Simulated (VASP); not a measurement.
Runs of VASP 6.6.1 on HoO. The structure is that of space group P-6m2 (No. 187), or close to it. The cells are those of the table. The cell was generated, and may not be a known phase.

```csv
task,cell,k mesh,gap on the mesh (eV),pressure (GPa),relaxed volume (Å³/atom)
single point,"a = 3.250, b = 3.250, c = 3.079 Å, angles 90.0, 90.0, 120.0°, 2 atoms",6 × 6 × 6,none,0.9,-
relaxation of cell and atoms,"relaxed from a = 3.250, b = 3.250, c = 3.079 Å, angles 90.0, 90.0, 120.0°, 2 atoms",18 × 18 × 18,none,0.0,14.17
single point,"a = 3.147, b = 3.147, c = 5.250 Å, angles 90.0, 90.0, 120.0°, 2 atoms",6 × 6 × 4,none,-10.1,-
single point,"a = 3.239, b = 3.239, c = 3.099 Å, angles 90.0, 90.0, 120.0°, 2 atoms",18 × 18 × 18,none,0.9,-
single point,"a = 3.247, b = 3.247, c = 3.097 Å, angles 90.0, 90.0, 120.0°, 2 atoms",6 × 6 × 4,none,(a),-
relaxation of cell and atoms,"relaxed from a = 3.247, b = 3.247, c = 3.097 Å, angles 90.0, 90.0, 120.0°, 2 atoms",6 × 6 × 6,none,-0.3,14.21
relaxation of cell and atoms,"relaxed from a = 3.147, b = 3.147, c = 5.250 Å, angles 90.0, 90.0, 120.0°, 2 atoms",6 × 6 × 4,none,0.0,(b)
```

Alike in all rows: level PBE; potentials or basis VASP PAW PBE potentials, release 64 (Ho_3, O), 4f in core; no spin polarisation; cutoff (eV) 600; smearing gaussian 0.1 eV.

**Question.** Estimate the missing entries.

**Answer.** (a) 0.8; (b) 14.22.

Caveats: some runs use coarse meshes; spin-orbit coupling is left out, which moves the levels of the heavy elements; the 4f electrons are frozen in the core, so they carry no moment and show no levels; an odd number of electrons without spin polarisation forces a metal; a magnetic or distorted state may lie lower; the run has no spin polarisation, though such a crystal can be magnetic; the volume moved by over 15 % at a fixed basis, so the end points are rough (at least some runs).

A k mesh can miss the band edges, and the runs leave out spin-orbit coupling on Ho.

A gap of «none» marks levels without a gap at the run's occupations.
